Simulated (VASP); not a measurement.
A run of VASP 6.6.1:

INCAR

```
PREC = Accurate ; ENCUT = 520
EDIFF = 1E-7 ; ISMEAR = 0
SIGMA = 0.05 ; LREAL = False
LASPH = True ; NELM = 150
ALGO = Normal ; ISIF = 2
LWAVE = False ; LCHARG = False
ISPIN = 2 ; MAGMOM = 0 0 0 0 0 0 0 0 0 0 0 0 1
LORBIT = 11 ; LDIPOL = True
IDIPOL = 3 ; DIPOL = 0.5 0.5 0.302
GGA = PE ; IVDW = 12
NBANDS = 40
```

File KPOINTS:

```
Automatic mesh
0
Gamma
  6 7 1
```

File POSCAR:

```
HC12
1.0
    4.9311586502      0.0000000000      0.0000000000
    0.0000000000      4.0098697767      0.0000000000
    0.0000000000      0.0000000000     21.6014232414
C H
12 1
Direct
    0.2500000000      0.3776970832      0.1851729840
    0.7500000000      0.3776970832      0.1851729840
    0.0000000000      0.4720802753      0.2130426460
    0.5000000000      0.4720802753      0.2130426460
    0.0000000000      0.6609562027      0.2688143161
    0.5000000000      0.6609562027      0.2688143161
    0.2500000000      0.7503681903      0.2962457608
    0.7500000000      0.7503681903      0.2962457608
    0.2500000000      0.9412921293      0.3552728042
    0.7500000000      0.9412921293      0.3552728042
    0.0000000000      0.0234303656      0.3796705036
    0.5000000000      0.0234303656      0.3796705036
    0.2500000000      0.8567636989      0.5231795662
```

Potentials or basis: VASP PAW PBE potentials, release 64 (C, H).

Launch:

```bash
$ cat potpaw_PBE.64/C/POTCAR potpaw_PBE.64/H/POTCAR > POTCAR
$ mpirun -np 1 vasp_std > vasp.out
```

Hardware: 1 thread of Oxide Virtual Turin-like Processor (shared host).

Task: How long does it take, and how much memory?

Result: Wall time 38 min on 1 thread of Oxide Virtual Turin-like Processor, on a shared host, peak memory 0.81 GiB. Counts: scf iterations 42, k points 16.
